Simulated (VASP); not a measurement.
Write the native input for VASP 6.6.1 that does the following.

```
Task                   : single point
Functional             : PBEsol
Potentials or basis    : VASP PAW PBE potentials, release 64 (K_sv)
Cutoff                 : 520 eV
k mesh                 : 12 × 12 × 6
Occupations            : gaussian, width 0.1 eV
Spin                   : no spin polarisation
Dipole correction      : no
Further INCAR settings : ALGO = Fast; EDIFF = 1e-06; NBANDS = 16
```

The structure of K lies in POSCAR:

```
K
1.0
    4.5103100427      0.0000000000      0.0000000000
   -2.2551550214      3.9060430760      0.0000000000
    0.0000000000      0.0000000000      7.3763092712
K
2
Direct
    0.3333333333      0.6666666667      0.2500000000
    0.6666666667      0.3333333333      0.7500000000
```

This isn't the form of K at room conditions, which is bcc.

This cell differs from its parent crystal: equal strain along all axes, cell held: -3.0 %.

One way to write it, as run:

INCAR

```
PREC = Accurate
ENCUT = 520
EDIFF = 1E-6
ISMEAR = 0
SIGMA = 0.1
LREAL = False
LASPH = True
NELM = 100
ALGO = Fast
ISIF = 2
LWAVE = False
LCHARG = False
GGA = PS
NBANDS = 16
```

KPOINTS

```
Automatic mesh
0
Gamma
  12 12 6
```

Potentials or basis: VASP PAW PBE potentials, release 64 (K_sv).

Launch:

```console
$ cat potpaw_PBE.64/K_sv/POTCAR > POTCAR
$ mpirun -np 1 vasp_std > vasp.out
```

Results of the run:

* Pressure: 0.4 GPa
* Band gap on the k mesh: zero (bands 9 and 10 overlap by 2.77 eV)

Caveat: the cell differs from its parent crystal (equal strain along all axes, cell held: -3.0 %); the PAW data sets were made with another functional, which shifts forces and pressure a little.

Run time: 68 s on 1 thread of AMD EPYC 9R45 96-Core Processor (Zen 5) (shared host), peak memory 0.29 GiB.
